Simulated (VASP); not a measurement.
# AlIn2As3 (P3m1) in VASP: relaxation of cell and atoms with PBE

Aim: the relaxation of cell and atoms of AlIn2As3 with PBE.

Program: VASP 6.6.1. These are calculated values, not measurements. Logs are shortened: lines on timing, memory, paths and dates and some standing lists are left out, and cuts for length are marked.

## (1) The cell of the first run

It takes space group P3m1 (No. 156, trigonal). The conventional cell has a = 4.262 Å, b = 4.262 Å, c = 10.457 Å, α = 90.00°, β = 90.00°, γ = 120.00°. Al (site symmetry 3m) has 4 As at 2.47 to 2.57 Å within 3.3 Å. Within 3.5 Å of In (site symmetry 3m) lie 4 As at 2.64 to 2.66 Å. Within 3.5 Å of In (site symmetry 3m) lie 4 As at 2.64 to 2.68 Å. Within 3.3 Å of As (site symmetry 3m) lie 1 Al at 2.47 Å and 3 In at 2.64 Å. As (site symmetry 3m) has 4 In at 2.64 to 2.66 Å within 3.5 Å. Within 3.4 Å of As (site symmetry 3m) lie 3 Al at 2.57 Å and 1 In at 2.68 Å.

## (2) Relaxation of cell and atoms, PBE

File INCAR:

```
PREC = Accurate ; ENCUT = 600
EDIFF = 1E-6 ; ISMEAR = 0
SIGMA = 0.1 ; LREAL = F
LASPH = T ; NELM = 60
ALGO = Normal ; ISIF = 3
LWAVE = F ; LCHARG = F
GGA = PE ; IBRION = 2
NSW = 100 ; EDIFFG = -0.01
```

File KPOINTS:

```
regular mesh
0
Gamma
  12 12 4
```

File POSCAR:

```
AlIn2As3
1.0
    4.2617773046      0.0000000000      0.0000000000
   -2.1308886523      3.6908074111      0.0000000000
    0.0000000000      0.0000000000     10.4573593268
Al In As
1 2 3
Direct
    0.0000000000      0.0000000000      0.0002005589
    0.3333333333      0.6666666667      0.6722687870
    0.6666666667      0.3333333333      0.3260544066
    0.0000000000      0.0000000000      0.7637713837
    0.3333333333      0.6666666667      0.4179270816
    0.6666666667      0.3333333333      0.0697777822
```

Potentials or basis: VASP PAW PBE potentials, release 64 (Al, In_d, As).

Launch:

```sh
> cat potpaw_PBE.64/Al/POTCAR potpaw_PBE.64/In_d/POTCAR potpaw_PBE.64/As/POTCAR > POTCAR
> mpirun -np 1 vasp_std > vasp.out
```

OUTCAR:

```text
PREC = Accurate
   ENCUT = 600
   EDIFF = 1E-6
   ISMEAR = 0
   LREAL = F
   LASPH = T
   NELM = 60
   ISIF = 3
   GGA = PE
   IBRION = 2
   NSW = 100
   EDIFFG = -0.01

 ion  position               nearest neighbor table
   1  0.000  0.000  0.000-   4 2.47   6 2.57   6 2.57   6 2.57
   2  0.333  0.667  0.672-   4 2.64   4 2.64   4 2.64   5 2.66
   3  0.667  0.333  0.326-   5 2.64   5 2.64   5 2.64   6 2.68
   4  0.000  0.000  0.764-   1 2.47   2 2.64   2 2.64   2 2.64
   5  0.333  0.667  0.418-   3 2.64   3 2.64   3 2.64   2 2.66
   6  0.667  0.333  0.070-   1 2.57   1 2.57   1 2.57   3 2.68

  LATTYP: Found a hexagonal cell.
 ALAT       =     4.2617773046
 C/A-ratio  =     2.4537554591

  Lattice vectors:

 A1 = (   4.2617773046,   0.0000000000,   0.0000000000)
 A2 = (  -2.1308886523,   3.6908074111,   0.0000000000)
 A3 = (   0.0000000000,   0.0000000000,  10.4573593268)

Analysis of symmetry for initial positions (statically):
=====================================================================
 Subroutine PRICEL returns:
 Original cell was already a primitive cell.

 Routine SETGRP: Setting up the symmetry group for a
 hexagonal supercell.

 Subroutine GETGRP returns: Found  6 space group operations
 (whereof  6 operations were pure point group operations)
 out of a pool of 24 trial point group operations.

The static configuration has the point symmetry C_3v.

Analysis of symmetry for dynamics (positions and initial velocities):
=====================================================================
 Subroutine PRICEL returns:
 Original cell was already a primitive cell.

 Routine SETGRP: Setting up the symmetry group for a
 hexagonal supercell.

 Subroutine GETGRP returns: Found  6 space group operations
 (whereof  6 operations were pure point group operations)
 out of a pool of 24 trial point group operations.

The dynamic configuration has the point symmetry C_3v.

 Subroutine INISYM returns: Found  6 space group operations
 (whereof  6 operations are pure point group operations),
 and found     1 'primitive' translations

----------------------------------------------------------------------------------------

                                     Primitive cell

  volume of cell :     164.4880

  direct lattice vectors                    reciprocal lattice vectors
     4.261777305  0.000000000  0.000000000     0.234643889  0.135471712  0.000000000
    -2.130888652  3.690807411  0.000000000     0.000000000  0.270943425  0.000000000
     0.000000000  0.000000000 10.457359327     0.000000000  0.000000000  0.095626436

  length of vectors
     4.261777305  4.261777305 10.457359327     0.270943425  0.270943425  0.095626436

  position of ions in fractional coordinates (direct lattice)
     0.000000000  0.000000000  0.000200559
     0.333333333  0.666666667  0.672268787
     0.666666667  0.333333333  0.326054407
     0.000000000  0.000000000  0.763771384
     0.333333333  0.666666667  0.417927082
     0.666666667  0.333333333  0.069777782

  ion indices of the primitive-cell ions
   primitive index   ion index
                 1           1
                 2           2
                 3           3
                 4           4
                 5           5
                 6           6

----------------------------------------------------------------------------------------

 KPOINTS: regular mesh

Automatic generation of k-mesh.
 Grid dimensions read from file:
 generate k-points for:   12   12    4

 Generating k-lattice:

  Cartesian coordinates                     Fractional coordinates (reciprocal lattice)
     0.019553657  0.011289309  0.000000000     0.083333333 -0.000000000  0.000000000
     0.000000000  0.022578619  0.000000000     0.000000000  0.083333333  0.000000000
     0.000000000  0.000000000  0.023906609     0.000000000  0.000000000  0.250000000

  Length of vectors
     0.022578619  0.022578619  0.023906609

  Shift w.r.t. Gamma in fractional coordinates (k-lattice)
     0.000000000  0.000000000  0.000000000

 Subroutine IBZKPT returns following result:
 ===========================================

 Found     69 irreducible k-points:

 Following reciprocal coordinates:
            Coordinates               Weight
  0.000000  0.000000  0.000000      1.000000
  0.083333  0.000000  0.000000      6.000000
  0.166667  0.000000  0.000000      6.000000
  0.250000  0.000000  0.000000      6.000000
  0.333333  0.000000  0.000000      6.000000
  0.416667  0.000000  0.000000      6.000000
[... 16 lines left out ...]
  0.166667  0.000000  0.250000      6.000000
  0.000000  0.166667  0.250000      6.000000
 [... further k-points ...]
   k-points           NKPTS =     69   k-points in BZ     NKDIM =     69   number of bands    NBANDS=     26
   number of dos      NEDOS =    301   number of ions     NIONS =      6
   total plane-waves  NPLWV = 108864
   dimension x,y,z NGX =    36 NGY =   36 NGZ =   84
   dimension x,y,z NGXF=    72 NGYF=   72 NGZF=  168
   ions per type =               1   2   3
   NGX,Y,Z   is equivalent  to a cutoff of  14.04, 14.04, 13.35 a.u.
   NGXF,Y,Z  is equivalent  to a cutoff of  28.09, 28.09, 26.71 a.u.
 SYSTEM =  unknown system
   PREC   = accura    normal or accurate (medium, high low for compatibility)
   ISTART =      0    job   : 0-new  1-cont  2-samecut
   ICHARG =      2    charge: 1-file 2-atom 10-const
   ISPIN  =      1    spin polarized calculation?
   LNONCOLLINEAR =      F non collinear calculations
   LSORBIT =      F    spin-orbit coupling
   LASPH  =      T    aspherical Exc in radial PAW
   ENCUT  =  600.0 eV  44.10 Ry    6.64 a.u.   8.51  8.51 20.89*2*pi/ulx,y,z
   NELM   =     60;   NELMIN=  2; NELMDL= -5     # of ELM steps
   EDIFF  = 0.1E-05   stopping-criterion for ELM
   LREAL  =      F    real-space projection
   EDIFFG = -.1E-01   stopping-criterion for IOM
   NSW    =    100    number of steps for IOM
   IBRION =      2    ionic relax: 0-MD 1-quasi-New 2-CG
   NFREE  =      1    steps in history (QN), initial steepest desc. (CG)
   ISIF   =      3    stress and relaxation
   ISYM   =      2    0-nonsym 1-usesym 2-fastsym
   POTIM  = 0.5000    time-step for ionic-motion
   TEBEG  =    0.0;   TEEND  =   0.0 temperature during run
   PSTRESS=    0.0 pullay stress
   NELECT =      44.0000    total number of electrons
   NUPDOWN=      -1.0000    fix difference up-down
   EMIN   =  10.00;   EMAX   =-10.00  energy-range for DOS
   EFERMI =   0.00;   METHOD = LEGACY
   ISMEAR =     0;   SIGMA  =   0.10  broadening in eV -4-tet -1-fermi 0-gaus
   EFERMI_NEDOS =   21; number of points for ismear=-14 and -15
   IALGO  =     38    algorithm
   IMIX   =      4    mixing-type and parameters
     AMIX     =   0.40;   BMIX     =  1.00
     AMIX_MAG =   1.60;   BMIX_MAG =  1.00
  volume/ion in A,a.u.               =      27.41       185.00
  Fermi-wavevector in a.u.,A,eV,Ry     =   1.054826  1.993333 15.138642  1.112659
  Thomas-Fermi vector in A             =   2.190001
   LORBIT       =      0    0 simple, 1 ext, 2 COOP (PROOUT), +10 PAW based schemes
   GGA     = PE    functional components
   LHFCALC =     F    Hartree Fock is set to
   AEXX    =    0.0000 exact exchange contribution
   IVDW    =     0    specifies the selected vdW correction
   LEPSILON=     F    determine dielectric tensor
   LRPA    =     F    only Hartree local field effects (RPA)
 conjugate gradient relaxation of ions
 non-spin polarized calculation
 Gauss-broadening in eV      SIGMA  =   0.10
  energy-cutoff  :      600.00
  volume of cell :      164.49
 maximum number of plane-waves:      5543
 NGX is ok and might be reduce to    36
   NGX = 17   NGY = 17   NGZ = 41

--------------------------------------- Ionic step        1  -------------------------------------------

 number of electron      44.0000010 magnetization

 Free energy of the ion-electron system (eV)
  ---------------------------------------------------
  ext. energy  EPLUGINS =         0.00000000
  ---------------------------------------------------
  free energy    TOTEN  =       -24.67563329 eV

  energy without entropy =      -24.67522164  energy(sigma->0) =      -24.67542747

------------------------ aborting loop because EDIFF is reached ----------------------------------------

  FORCE on cell =-STRESS in cart. coord.  units (eV):
  Direction    XX          YY          ZZ          XY          YZ          ZX
  --------------------------------------------------------------------------------------
  -------------------------------------------------------------------------------------
  Total        0.1060898      0.1060898      0.1980927     -0.0000000      0.0000000      0.0000000
  in kB        1.0333560      1.0333560      1.9295002     -0.0000000      0.0000000      0.0000000
  external PRESSURE =       1.3320707 kB  Pullay stress =       0.0000000 kB

 VOLUME and BASIS-vectors are now :
 -----------------------------------------------------------------------------
  energy-cutoff  :      600.00
  volume of cell :      164.49
      direct lattice vectors                 reciprocal lattice vectors
     4.261777305  0.000000000  0.000000000     0.234643889  0.135471712  0.000000000
    -2.130888652  3.690807411  0.000000000     0.000000000  0.270943425  0.000000000
     0.000000000  0.000000000 10.457359327     0.000000000  0.000000000  0.095626436
[... 81 lines left out ...]
 POSITION                                       TOTAL-FORCE (eV/Angst)
 -----------------------------------------------------------------------------------
      0.00000      0.00000      0.00225        -0.000000     -0.000000     -0.009144
     -0.00000      2.46218      7.03945         0.000000     -0.000000      0.003890
      2.13231      1.23109      3.41488         0.000000     -0.000000      0.011890
      0.00000      0.00000      7.99649        -0.000000     -0.000000     -0.002989
     -0.00000      2.46218      4.37513        -0.000000      0.000000     -0.005251
      2.13231      1.23109      0.73015         0.000000      0.000000      0.001604
 -----------------------------------------------------------------------------------
    total drift:                                0.000000     -0.000000      0.004560

  FREE ENERGIE OF THE ION-ELECTRON SYSTEM (eV)
  ---------------------------------------------------
  free  energy   TOTEN  =       -24.6758515533 eV

  energy  without entropy=      -24.6754281870  energy(sigma->0) =      -24.67563987

--------------------------------------- Ionic step        4  -------------------------------------------

 number of electron      44.0000010 magnetization

 Free energy of the ion-electron system (eV)
  ---------------------------------------------------
  ext. energy  EPLUGINS =         0.00000000
  ---------------------------------------------------
  free energy    TOTEN  =       -24.67586313 eV

  energy without entropy =      -24.67544068  energy(sigma->0) =      -24.67565190

 E-fermi :   3.9884     XC(G=0):  -8.8517

 val. band max:        3.9382632816   @ k =   0.0000   0.0000   0.0000
 cond. band min:       4.6988414184   @ k =   0.0000   0.0000   0.2500
 fundamental gap:      0.7605781368
 Fermi energy:         3.9883885361

 k-point     1 :       0.0000    0.0000    0.0000
  band No.  band energies     occupation
      1     -10.4154      2.00000
      2     -10.3590      2.00000
      3     -10.3464      2.00000
      4     -10.3464      2.00000
      5     -10.3184      2.00000
      6     -10.3184      2.00000
[... 18 lines left out ...]
     25       5.3760      0.00000
     26       7.6446      0.00000
[... 644 lines left out ...]
      4     -10.3360      2.00000
      5     -10.3141      2.00000
      6     -10.3071      2.00000
[... 18 lines left out ...]
     25       6.4048      0.00000
     26       6.9947      0.00000

 [... further k-points ...]

------------------------ aborting loop because EDIFF is reached ----------------------------------------

  FORCE on cell =-STRESS in cart. coord.  units (eV):
  Direction    XX          YY          ZZ          XY          YZ          ZX
  --------------------------------------------------------------------------------------
  -------------------------------------------------------------------------------------
  Total        0.0018083      0.0018083     -0.0140255      0.0000000      0.0000000      0.0000000
  in kB        0.0175678      0.0175678     -0.1362575      0.0000000      0.0000000      0.0000000
  external PRESSURE =      -0.0337073 kB  Pullay stress =       0.0000000 kB

 VOLUME and BASIS-vectors are now :
 -----------------------------------------------------------------------------
  energy-cutoff  :      600.00
  volume of cell :      164.92
      direct lattice vectors                 reciprocal lattice vectors
     4.264911159  0.000000000  0.000000000     0.234471473  0.135372168 -0.000000000
    -2.132455579  3.693521409  0.000000000    -0.000000000  0.270744336  0.000000000
     0.000000000  0.000000000 10.469279535     0.000000000  0.000000000  0.095517557

 POSITION                                       TOTAL-FORCE (eV/Angst)
 -----------------------------------------------------------------------------------
     -2.13246      3.69352      0.00183        -0.000000     -0.000000     -0.002687
     -0.00000      2.46235      7.03891         0.000000      0.000000      0.000137
      2.13246      1.23117      3.41510         0.000000     -0.000000      0.004767
      0.00000      0.00000      7.99549        -0.000000     -0.000000     -0.003873
     -0.00000      2.46235      4.37440        -0.000000     -0.000000     -0.000269
      2.13246      1.23117      0.73014         0.000000      0.000000      0.001925
 -----------------------------------------------------------------------------------
    total drift:                                0.000000     -0.000000     -0.001765

  FREE ENERGIE OF THE ION-ELECTRON SYSTEM (eV)
  ---------------------------------------------------
  free  energy   TOTEN  =       -24.6758631304 eV

  energy  without entropy=      -24.6754406760  energy(sigma->0) =      -24.67565190

 reached required accuracy - stopping structural energy minimisation
```

It took 27 min on 1 thread of Intel Xeon 8259CL, shared host; peak memory 0.59 GiB.

Results:

```
Free energy                           : -24.6759 eV
Relaxed volume                        : 27.49 Å³/atom
Relaxed cell                          : a = 4.265 Å, b = 4.265 Å, c = 10.469 Å, α = 90.00°, β = 90.00°, γ = 120.00°
Space group after relaxing (to 0.1 Å) : P3m1 (No. 156)
Energy gained by relaxing             : 0.0 meV/atom
Ionic steps                           : 4
Pressure after relaxing               : 0.0 GPa
Largest force after relaxing          : 0.005 eV/Å
Band gap on the k mesh                : 0.01 eV
```

Forces in eV/Å, atoms in the order of the input:
```
Al   0.000  0.000 -0.003
In   0.000  0.000  0.000
In   0.000  0.000  0.005
As   0.000  0.000 -0.004
As   0.000  0.000  0.000
As   0.000  0.000  0.002
```

Step by step:
```csv
step,energy change (eV),largest force (eV/Å),pressure (GPa),volume (Å³)
1,0.0000,0.0255,0.13,164.49
2,-0.0002,0.0118,-0.03,165.03
3,-0.0002,0.0119,0.00,164.91
4,-0.0002,0.0048,0.00,164.92
```

Final structure:
```
Al In As
1.0
     4.26491    0.00000    0.00000
    -2.13246    3.69352    0.00000
     0.00000    0.00000   10.46928
Al In As
1 2 3
Cartesian
  -2.1325 3.6935 0.0018
  0.0000 2.4623 7.0389
  2.1325 1.2312 3.4151
  0.0000 0.0000 7.9955
  0.0000 2.4623 4.3744
  2.1325 1.2312 0.7301
```

Levels at points of the mesh, in eV from the valence-band top:
```
           k point  band 19  band 20  band 21  band 22  band 23  band 24  band 25  band 26
(0.00, 0.00, 0.00)    -0.58    -0.23     0.00     0.00     0.01     1.10     1.45     3.72
(0.50, 0.00, 0.00)    -2.19    -2.14    -1.42    -1.23     1.38     1.92     2.25     2.31
(0.00, 0.00, 0.50)    -0.42    -0.42    -0.16    -0.16     0.93     1.36     1.53     3.88
(0.50, 0.00, 0.50)    -2.21    -1.79    -1.02    -0.93     0.99     1.66     2.26     3.14
```

Caveat: the smearing spreads over this small gap; semilocal functionals underestimate gaps, and a narrow one can read as zero; spin-orbit coupling is left out, which moves the levels of the heavy elements.

The gap in the log of VASP goes by the Fermi energy; the results here count the filled bands.